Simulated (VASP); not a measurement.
Write the native input for VASP 6.6.1 that does the following.

* Task: single point
* Functional: PBE
* Potentials or basis: VASP PAW PBE potentials, release 64 (Si)
* Cutoff: 500 eV
* k mesh: 8 × 8 × 8
* Occupations: gaussian, width 0.01 eV
* Spin: no spin polarisation
* Dipole correction: no
* Further INCAR settings: ALGO = Normal; EDIFF = 1e-06; NBANDS = 11

The structure of Si lies in POSCAR:

```
Si
1.0
    0.0000000000      2.7135600000      2.7135600000
    2.7135600000      0.0000000000      2.7135600000
    2.7135600000      2.7135600000      0.0000000000
Si
2
Direct
    0.7500000000      0.7500000000      0.7500000000
    0.5000000000      0.5000000000      0.5000000000
```

One way to write it, as run:

INCAR

```
PREC     = Accurate       # precision mode
ENCUT    = 500            # plane-wave cutoff, eV
EDIFF    = 1E-6           # SCF threshold, eV
ISMEAR   = 0              # smearing method
SIGMA    = 0.01           # smearing width, eV
LREAL    = False          # projectors in reciprocal space
LASPH    = True           # aspherical terms in the spheres
NELM     = 120            # most SCF steps
ALGO     = Normal         # electronic algorithm
ISIF     = 2              # what is computed and relaxed
LWAVE    = False          # write WAVECAR
LCHARG   = True           # write CHGCAR
GGA      = PE             # functional
LELF     = True           # ELF
LVHAR    = True         
NBANDS   = 11             # bands
GGA_COMPAT= False
```

KPOINTS

```
Automatic mesh
0
Gamma
  8 8 8
```

Potentials or basis: VASP PAW PBE potentials, release 64 (Si).

Launch:

```bash
$ cat potpaw_PBE.64/Si/POTCAR > POTCAR
$ mpirun -np 1 vasp_std > vasp.out
```

Results of the run:

- Pressure: 2.1 GPa
- Band gap on the k mesh: 0.61 eV, indirect (least direct gap 2.57 eV)

Wall time 16 s on 1 thread of Intel Xeon 8259CL, with other jobs on the host, peak memory 0.15 GiB.
